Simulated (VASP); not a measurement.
# SiC: single point with r2SCAN

SiC:

```
Si C
1.0
    -0.08669    2.09137    2.09137
     2.09137   -0.08669    2.09137
     2.09137    2.09137   -0.08669
Si C
1 1
Cartesian
  -0.0110 -0.0110 -0.0110
  1.0351 1.0351 1.0351
```

This cell differs from its parent crystal: strain along [111] -6.0%.

```json
{"Program": "VASP 6.6.1", "Task": "single point", "Functional": "r2SCAN", "Potentials or basis": "VASP PAW PBE potentials, release 64 (Si, C)", "Cutoff": "520 eV", "k mesh": "10 × 10 × 10", "Occupations": "gaussian, width 0.01 eV", "Spin": "no spin polarisation", "Dipole correction": "no", "Further INCAR settings": "ALGO = Normal; EDIFF = 1e-06; NBANDS = 11"}
```

```yaml
Pressure: 15.9 GPa
Largest_force: 0.007 eV/Å
Band_gap_on_the_k_mesh: 1.11 eV, indirect (least direct gap 4.59 eV)
```

Forces in eV/Å, atoms in the order of the input:
```
Si   0.004  0.004  0.004
C   -0.004 -0.004 -0.004
```

Stress tensor (GPa, compression positive):
```
15.85 11.51 11.51
11.51 15.85 11.51
11.51 11.51 15.85
```

Levels at points of the mesh, in eV from the valence-band top:
```csv
k point,band 1,band 2,band 3,band 4,band 5,band 6,band 7,band 8
"(0.00, 0.00, 0.00)",-17.16,-0.68,-0.68,0.00,6.52,7.41,7.41,9.53
"(0.50, 0.00, 0.00)",-13.43,-9.72,-1.57,-1.24,6.36,7.47,8.15,11.05
"(0.50, 0.50, 0.00)",-11.75,-8.71,-4.32,-3.47,1.11,4.73,15.01,15.38
"(0.50, 0.50, 0.50)",-12.82,-9.36,-2.02,-2.02,5.22,6.93,6.93,10.44
```

Wall time 36 s on 1 thread of Intel(R) Xeon(R) 6975P-C (Granite Rapids) (shared host), peak memory 0.15 GiB.

Caveat: the cell differs from its parent crystal (strain along [111] -6.0%); the PAW data sets were made with another functional, which shifts forces and pressure a little. A k mesh can miss the band edges.
